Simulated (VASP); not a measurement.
# Ba2As (I4/mmm) in VASP: single point with LDA

Aim: the single point of Ba2As with LDA.

Program: VASP 6.6.1. These are calculated values, not measurements. Logs are shortened: lines on timing, memory, paths and dates and some standing lists are left out, and cuts for length are marked.

**1. The cell of the first run**

The structure is tetragonal, space group I4/mmm (No. 139). Conventional cell: a = 5.154 Å, b = 5.154 Å, c = 17.440 Å, α = 90.00°, β = 90.00°, γ = 90.00°. Within 4.6 Å of Ba (site symmetry mmm) lie 4 As at 3.50 Å and 8 Ba at 3.64 to 3.99 Å. Ba (site symmetry 4mm) has 5 As at 3.30 to 3.71 Å and 4 Ba at 3.99 Å within 4.3 Å. Within 4.3 Å of As (site symmetry 4mm) lie 9 Ba at 3.30 to 3.71 Å.

**2. Single point, LDA**

The input, INCAR:

```
ALGO = Normal ; EDIFF = 1E-6
ENCUT = 520 ; GGA = CA
ISIF = 2 ; ISMEAR = -1
LASPH = True ; LCHARG = False
LREAL = False ; LWAVE = False
NBANDS = 34 ; NELM = 100
PREC = Accurate ; SIGMA = 0.0231
```

The input, KPOINTS:

```
k-points
0
Gamma
  9 9 9
```

The input, POSCAR:

```
Ba2As
1.0
   -2.5767884400      2.5767884400      8.7198922700
    2.5767884400     -2.5767884400      8.7198922700
    2.5767884400      2.5767884400     -8.7198922700
Ba As
4 2
Direct
    0.5000000000      0.0000000000      0.5000000000
    0.0000000000      0.5000000000      0.5000000000
    0.3250000000      0.3250000000      0.0000000000
    0.6750000000      0.6750000000      0.0000000000
    0.1360000000      0.1360000000      0.0000000000
    0.8640000000      0.8640000000      0.0000000000
```

Potentials or basis: VASP PAW LDA potentials, release 64 (Ba_sv, As).

Run with:

```console
> cat potpaw_LDA.64/Ba_sv/POTCAR potpaw_LDA.64/As/POTCAR > POTCAR
> mpirun -np 1 vasp_std > vasp.out
```

OUTCAR:

```text
EDIFF = 1E-6
   ENCUT = 520
   GGA = CA
   ISIF = 2
   ISMEAR = -1
   LASPH = True
   LREAL = False
   NELM = 100
   PREC = Accurate

 ion  position               nearest neighbor table
   1  0.500  0.000  0.500-   5 3.50   6 3.50   5 3.50   6 3.50   2 3.64   2 3.64   2 3.64   2 3.64
                             4 3.99   3 3.99   3 3.99   4 3.99
   2  0.000  0.500  0.500-   5 3.50   6 3.50   5 3.50   6 3.50   1 3.64   1 3.64   1 3.64   1 3.64
                             4 3.99   3 3.99   3 3.99   4 3.99
   3  0.325  0.325  0.000-   5 3.30   6 3.71   6 3.71   6 3.71   6 3.71   2 3.99   1 3.99   1 3.99
                             2 3.99   4 4.49   4 4.49   4 4.49   4 4.49
   4  0.675  0.675  0.000-   6 3.30   5 3.71   5 3.71   5 3.71   5 3.71   1 3.99   2 3.99   2 3.99
                             1 3.99   3 4.49   3 4.49   3 4.49   3 4.49
   5  0.136  0.136  0.000-   3 3.30   2 3.50   1 3.50   2 3.50   1 3.50   4 3.71   4 3.71   4 3.71
                             4 3.71
   6  0.864  0.864  0.000-   4 3.30   2 3.50   1 3.50   1 3.50   2 3.50   3 3.71   3 3.71   3 3.71
                             3 3.71

  LATTYP: Found a body centered tetragonal cell.
 ALAT       =     5.1535768800
 C/A-ratio  =     3.3840155966

  Lattice vectors:

 A1 = (  -2.5767884400,   2.5767884400,   8.7198922700)
 A2 = (   2.5767884400,  -2.5767884400,   8.7198922700)
 A3 = (   2.5767884400,   2.5767884400,  -8.7198922700)

Analysis of symmetry for initial positions (statically):
=====================================================================
 Subroutine PRICEL returns:
 Original cell was already a primitive cell.

 Routine SETGRP: Setting up the symmetry group for a
 body centered tetragonal supercell.

 Subroutine GETGRP returns: Found 16 space group operations
 (whereof 16 operations were pure point group operations)
 out of a pool of 16 trial point group operations.

The static configuration has the point symmetry D_4h.

Analysis of symmetry for dynamics (positions and initial velocities):
=====================================================================
 Subroutine PRICEL returns:
 Original cell was already a primitive cell.

 Routine SETGRP: Setting up the symmetry group for a
 body centered tetragonal supercell.

 Subroutine GETGRP returns: Found 16 space group operations
 (whereof 16 operations were pure point group operations)
 out of a pool of 16 trial point group operations.

The dynamic configuration has the point symmetry D_4h.

 Subroutine INISYM returns: Found 16 space group operations
 (whereof 16 operations are pure point group operations),
 and found     1 'primitive' translations

----------------------------------------------------------------------------------------

[... 101 lines left out ...]
   LREAL  =      F    real-space projection
   EDIFFG = 0.1E-04   stopping-criterion for IOM
   NSW    =      0    number of steps for IOM
   IBRION =     -1    ionic relax: 0-MD 1-quasi-New 2-CG
   NFREE  =      0    steps in history (QN), initial steepest desc. (CG)
   ISIF   =      2    stress and relaxation
   ISYM   =      2    0-nonsym 1-usesym 2-fastsym
   POTIM  = 0.5000    time-step for ionic-motion
   TEBEG  =    0.0;   TEEND  =   0.0 temperature during run
   PSTRESS=    0.0 pullay stress
   NELECT =      50.0000    total number of electrons
   NUPDOWN=      -1.0000    fix difference up-down
   EMIN   =  10.00;   EMAX   =-10.00  energy-range for DOS
   EFERMI =   0.00;   METHOD = LEGACY
   ISMEAR =    -1;   SIGMA  =   0.02  broadening in eV -4-tet -1-fermi 0-gaus
   EFERMI_NEDOS =   21; number of points for ismear=-14 and -15
   IALGO  =     38    algorithm
   IMIX   =      4    mixing-type and parameters
     AMIX     =   0.40;   BMIX     =  1.00
     AMIX_MAG =   1.60;   BMIX_MAG =  1.00
  volume/ion in A,a.u.               =      38.60       260.48
  Fermi-wavevector in a.u.,A,eV,Ry     =   0.982099  1.855898 13.123071  0.964519
  Thomas-Fermi vector in A             =   2.113156
   LORBIT       =      0    0 simple, 1 ext, 2 COOP (PROOUT), +10 PAW based schemes
   GGA     = CA    functional components
   LHFCALC =     F    Hartree Fock is set to
   AEXX    =    0.0000 exact exchange contribution
   IVDW    =     0    specifies the selected vdW correction
   LEPSILON=     F    determine dielectric tensor
   LRPA    =     F    only Hartree local field effects (RPA)
 non-spin polarized calculation
  energy-cutoff  :      520.00
  volume of cell :      231.59
 maximum number of plane-waves:      6300
   NGX = 35   NGY = 35   NGZ = 35

 number of electron      50.0000000 magnetization

 Free energy of the ion-electron system (eV)
  ---------------------------------------------------
  ext. energy  EPLUGINS =         0.00000000
  ---------------------------------------------------
  free energy    TOTEN  =       -24.74295411 eV

  energy without entropy =      -24.73484948  energy(sigma->0) =      -24.73890179

 E-fermi :   2.9802     XC(G=0):  -8.8450

 val. band max:        2.9678404149   @ k =   0.4444   0.3333   0.1111
 cond. band min:       2.9807466784   @ k =   0.3333   0.3333  -0.0000
 fundamental gap:      0.0129062635
 Fermi energy:         2.9802051231

 k-point     1 :       0.0000    0.0000    0.0000
  band No.  band energies     occupation
      1     -25.7137      2.00000
      2     -25.6580      2.00000
      3     -25.5807      2.00000
      4     -25.3136      2.00000
      5     -11.4023      2.00000
      6     -11.4023      2.00000
[... 877 lines left out ...]
     33       5.6617      0.00000
     34       5.8957      0.00000

 [... further k-points ...]
[... 5 lines left out ...]
  --------------------------------------------------------------------------------------
  -------------------------------------------------------------------------------------
  Total       -3.7891158     -3.7891158     -1.3336541      0.0000000     -0.0000000      0.0000000
  in kB      -26.2131871    -26.2131871     -9.2262488      0.0000000     -0.0000000      0.0000000
  external PRESSURE =     -20.5508743 kB  Pullay stress =       0.0000000 kB

 VOLUME and BASIS-vectors are now :
 -----------------------------------------------------------------------------
  energy-cutoff  :      520.00
  volume of cell :      231.59
      direct lattice vectors                 reciprocal lattice vectors
    -2.576788440  2.576788440  8.719892270     0.000000000  0.194039989  0.057340158
     2.576788440 -2.576788440  8.719892270     0.194039989  0.000000000  0.057340158
     2.576788440  2.576788440 -8.719892270     0.194039989  0.194039989  0.000000000

 POSITION                                       TOTAL-FORCE (eV/Angst)
 -----------------------------------------------------------------------------------
      0.00000      2.57679      0.00000        -0.000000     -0.000000      0.000000
      2.57679      0.00000      0.00000        -0.000000     -0.000000      0.000000
      0.00000      0.00000      5.66793         0.000000      0.000000     -0.603698
      0.00000      0.00000     11.77185         0.000000      0.000000      0.603698
      0.00000      0.00000      2.37181         0.000000      0.000000     -0.257628
      0.00000      0.00000     15.06797        -0.000000     -0.000000      0.257628
 -----------------------------------------------------------------------------------
    total drift:                                0.000000      0.000000     -0.000000

  FREE ENERGIE OF THE ION-ELECTRON SYSTEM (eV)
  ---------------------------------------------------
  free  energy   TOTEN  =       -24.7429541074 eV

  energy  without entropy=      -24.7348494807  energy(sigma->0) =      -24.73890179
```

OSZICAR:

```text
N       E                     dE             d eps       ncg     rms          rms(c)
DAV:   1     0.350775623829E+03    0.35078E+03   -0.21042E+04  5100   0.125E+03
DAV:   2    -0.225952824348E+01   -0.35304E+03   -0.34263E+03  7124   0.245E+02
DAV:   3    -0.253191389404E+02   -0.23060E+02   -0.22818E+02  6582   0.652E+01
DAV:   4    -0.260457604385E+02   -0.72662E+00   -0.72447E+00  8056   0.927E+00
DAV:   5    -0.260549312730E+02   -0.91708E-02   -0.91660E-02  6598   0.117E+00    0.713E+00
DAV:   6    -0.248841312554E+02    0.11708E+01   -0.26062E+00  6438   0.440E+00    0.415E+00
DAV:   7    -0.247562494877E+02    0.12788E+00   -0.91885E-01  7464   0.308E+00    0.122E+00
DAV:   8    -0.247457682049E+02    0.10481E-01   -0.14795E-01  6144   0.117E+00    0.471E-01
DAV:   9    -0.247427433738E+02    0.30248E-02   -0.15399E-02  6592   0.445E-01    0.126E-01
DAV:  10    -0.247428819983E+02   -0.13862E-03   -0.20645E-03  6932   0.119E-01    0.925E-02
DAV:  11    -0.247430447527E+02   -0.16275E-03   -0.96794E-04  6624   0.119E-01    0.399E-02
DAV:  12    -0.247429536720E+02    0.91081E-04   -0.26582E-04  6338   0.642E-02    0.111E-02
DAV:  13    -0.247429539274E+02   -0.25544E-06   -0.55193E-05  7152   0.236E-02    0.427E-03
DAV:  14    -0.247429541074E+02   -0.17999E-06   -0.15146E-06  4948   0.570E-03
   1 F= -.24742954E+02 E0= -.24738902E+02  d E =-.810463E-02
```

stdout:

```text
POSCAR found type information on POSCAR BaAs
 POSCAR found :  2 types and       6 ions
 scaLAPACK will be used
 LDA part: xc-table for (Slater(with rela. corr.)+CA(PZ))
 , standard interpolation
 POSCAR, INCAR and KPOINTS ok, starting setup
 FFT: planning ... GRIDC
 FFT: planning ... GRID_SOFT
 FFT: planning ... GRID
 WAVECAR not read
 entering main loop
```

Run time: 12 min. Hardware: 1 thread of Intel Xeon 6975P-C (Granite Rapids), shared host; peak memory 0.8 GiB.

Results:

- Free energy: -24.7430 eV
- Pressure: -2.1 GPa
- Largest force: 0.604 eV/Å
- Band gap on the k mesh: zero (band 25 reaches 3.10 eV, above the bottom of band 26 at 2.66 eV)

Forces on the atoms (eV/Å):
```
Ba   0.000  0.000  0.000
Ba   0.000  0.000  0.000
Ba   0.000  0.000 -0.604
Ba   0.000  0.000  0.604
As   0.000  0.000 -0.258
As   0.000  0.000  0.258
```

Stress tensor (GPa, compression positive):
```
-2.62  0.00  0.00
 0.00 -2.62  0.00
 0.00  0.00 -0.92
```

Levels at points of the mesh, in eV from the Fermi level:
| k point | band 22 | band 23 | band 24 | band 25 | band 26 | band 27 | band 28 | band 29 |
| --- | --- | --- | --- | --- | --- | --- | --- | --- |
| (0.00, 0.00, 0.00) | -1.70 | -1.31 | -1.07 | -1.07 | -0.12 | 0.14 | 0.41 | 0.56 |

Caveat: spin-orbit coupling is left out, which moves the levels of the heavy elements.
